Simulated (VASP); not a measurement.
The system is HPbNO4.

```
CELL_PARAMETERS angstrom
4.20407 0.00000 0.00000
2.02172 3.83952 0.00000
2.04686 1.27900 6.28132
ATOMIC_POSITIONS crystal
H 0.89145 0.68202 0.62796
Pb 0.14426 0.92872 0.88352
N 0.25670 0.28861 0.30171
O 0.83108 0.65056 0.78405
O 0.38694 0.22380 0.11295
O 0.31104 0.03576 0.45856
O 0.07726 0.60633 0.32275
```

```yaml
Program: VASP 6.6.1
Task: relaxation of cell and atoms
Functional: PBE
Dispersion: D3(BJ)
Potentials_or_basis: VASP PAW PBE potentials, release 64 (H, Pb_d, N, O)
Cutoff: 600 eV
k_mesh: 5 × 5 × 3
Occupations: fermi-dirac, width 0.05 eV
Spin: no spin polarisation
```

At the start: pressure -0.4 GPa; volume 14.48 Å³/atom.

Q: Where does the relaxation end?

A: Over 37 steps the energy falls by 2.7 meV/atom and the volume is 14.04 Å³/atom (-3.1 %); space group P1 (No. 1, to 0.1 Å) before and after.

The path:
| step | energy change (eV) | largest force (eV/Å) | pressure (GPa) | volume (Å³) |
| --- | --- | --- | --- | --- |
| 1 | 0.0000 | 0.4293 | -0.44 | 101.39 |
| 2 | 0.0102 | 0.9217 | -2.50 | 100.81 |
| 3 | -0.0047 | 0.1166 | -1.21 | 101.18 |
| 4 | -0.0115 | 0.1495 | -0.20 | 99.54 |
| 5 | -0.0116 | 0.1650 | -0.10 | 99.40 |
| 6 | -0.0108 | 0.3537 | 0.49 | 98.79 |
| 7 | -0.0125 | 0.1112 | 0.16 | 99.14 |
| 8 | -0.0138 | 0.1079 | 0.08 | 99.08 |
| 9 | -0.0146 | 0.2979 | -0.03 | 98.99 |
| 10 | -0.0150 | 0.2621 | -0.04 | 98.97 |
| 11 | -0.0160 | 0.1539 | -0.09 | 98.92 |
| 12 | -0.0166 | 0.0928 | -0.17 | 98.81 |
| 13 | -0.0166 | 0.0749 | -0.17 | 98.82 |
| 14 | -0.0168 | 0.0561 | -0.14 | 98.79 |
| 15 | -0.0170 | 0.0496 | -0.06 | 98.68 |
| 16 | -0.0169 | 0.1090 | 0.12 | 98.47 |
| 17 | -0.0171 | 0.0596 | 0.02 | 98.59 |
| 18 | -0.0172 | 0.0463 | -0.02 | 98.54 |
| 19 | -0.0173 | 0.0540 | -0.06 | 98.49 |
| 20 | -0.0174 | 0.0460 | -0.02 | 98.43 |
| 21 | -0.0178 | 0.0377 | 0.10 | 98.24 |
| 22 | -0.0176 | 0.0590 | 0.37 | 97.86 |
| 23 | -0.0178 | 0.0332 | 0.20 | 98.11 |
| 24 | -0.0180 | 0.0284 | 0.14 | 98.16 |
| 25 | -0.0182 | 0.0668 | 0.03 | 98.26 |
| 26 | -0.0184 | 0.0328 | -0.01 | 98.30 |
| 27 | -0.0184 | 0.0246 | -0.04 | 98.34 |
| 28 | -0.0184 | 0.0161 | -0.02 | 98.34 |
| 29 | -0.0184 | 0.0268 | 0.00 | 98.33 |
| 30 | -0.0185 | 0.0217 | 0.00 | 98.33 |
| 31 | -0.0185 | 0.0189 | 0.01 | 98.32 |
| 32 | -0.0185 | 0.0204 | 0.01 | 98.32 |
| 33 | -0.0185 | 0.0200 | -0.01 | 98.32 |
| 34 | -0.0185 | 0.0295 | -0.04 | 98.31 |
| 35 | -0.0186 | 0.0159 | -0.01 | 98.31 |
| 36 | -0.0186 | 0.0168 | 0.04 | 98.29 |
| 37 | -0.0186 | 0.0091 | 0.02 | 98.29 |

Final structure:
```cif
data_structure
_symmetry_space_group_name_H-M 'P 1'
_symmetry_Int_Tables_number 1
_cell_length_a 4.1603
_cell_length_b 4.2647
_cell_length_c 6.7007
_cell_angle_alpha 72.669
_cell_angle_beta 72.290
_cell_angle_gamma 62.014
_cell_volume 98.29
loop_
_atom_site_label
_atom_site_type_symbol
_atom_site_fract_x
_atom_site_fract_y
_atom_site_fract_z
_atom_site_occupancy
H1 H 0.89592 0.67949 0.62156 1
Pb1 Pb 0.13770 0.94072 0.88341 1
N1 N 0.25660 0.28642 0.30476 1
O1 O 0.83306 0.65107 0.77849 1
O2 O 0.38968 0.21807 0.11450 1
O3 O 0.31315 0.02893 0.46084 1
O4 O 0.07262 0.61110 0.32795 1
```

Caveat: the standard files for N, O and F lose accuracy on very short bonds.
